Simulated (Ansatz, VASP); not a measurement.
Bi2Se3 in VASP and in Ansatz

```
Bi Se
1.0
     2.09876    1.21172    9.67094
    -2.09876    1.21172    9.67094
     0.00000   -2.42344    9.67094
Bi Se
2 3
Direct
  0.59920 0.59920 0.59920
  0.40080 0.40080 0.40080
  0.78830 0.78830 0.78830
  0.21170 0.21170 0.21170
  0.00000 0.00000 0.00000
```

Alike in both runs: task single point; functional RPBE; k mesh 8 × 8 × 8; occupations fermi-dirac, width 0.05 eV; no spin polarisation.

```csv
,VASP,Ansatz
version,VASP 6.6.1,Ansatz 0.2.0
potentials or method,"VASP PAW PBE potentials, release 64 (Bi_d, Se)",Ansatz PAW
plane-wave cutoff (eV),520,420
valence electrons in the cell,48,78
```

VASP gave:

```
gap on the k mesh at the Fermi level (eV)                     : 0.32
least direct gap on the mesh (eV)                             : 0.32
pressure (GPa)                                                : 1.7
traceless stress, the component that is largest in VASP (GPa) : 0.12
rms of the force components (eV/Å)                            : 0.051
```

Q: What did Ansatz give for the same quantities?

A: gap on the k mesh at the Fermi level (eV): 0.32; least direct gap on the mesh (eV): 0.32; pressure (GPa): 1.7; traceless stress, the component that is largest in VASP (GPa): 0.12; rms of the force components (eV/Å): 0.053.

VASP's potentials were made for PBE, not for RPBE. Atom by atom the forces differ by 0.004 eV/Å (rms over components). The functional is the same, so the differences come from potentials, cutoffs and numerics. VASP's potentials hold 48 valence electrons a cell and Ansatz's 78, so a difference there can come from the potentials and not from the codes.

Neither program's run includes spin-orbit coupling.
